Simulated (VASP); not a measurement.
PbS:

```
CELL_PARAMETERS angstrom
0.00000 2.98723 2.98723
2.98723 0.00000 2.98723
2.98723 2.98723 0.00000
ATOMIC_POSITIONS crystal
Pb 0.00000 0.00000 0.00000
S 0.50000 0.50000 0.50000
```

Base run:

| Quantity | Value |
| --- | --- |
| Program | VASP 6.6.1 |
| Functional | r2SCAN |
| Potentials or basis | VASP PAW PBE potentials, release 64 (Pb_d, S) |
| Cutoff | 520 eV |
| k mesh | 8 × 8 × 8 |
| Occupations | gaussian, width 0.01 eV |
| Spin | no spin polarisation |

Its results: band gap on the k mesh 0.70 eV, direct; pressure 0.0 GPa.

The run is repeated on the same cell with these changes: functional from r2SCAN to PBE; occupations from gaussian, width 0.01 eV to fermi-dirac, width 0.02 eV. What comes out?

Band gap on the k mesh 0.44 eV, direct; pressure 0.9 GPa.

Caveats: spin-orbit coupling is left out, which moves the levels of the heavy elements; the PAW data sets were made with another functional, which shifts forces and pressure a little (some runs).

A k mesh can miss the band edges.
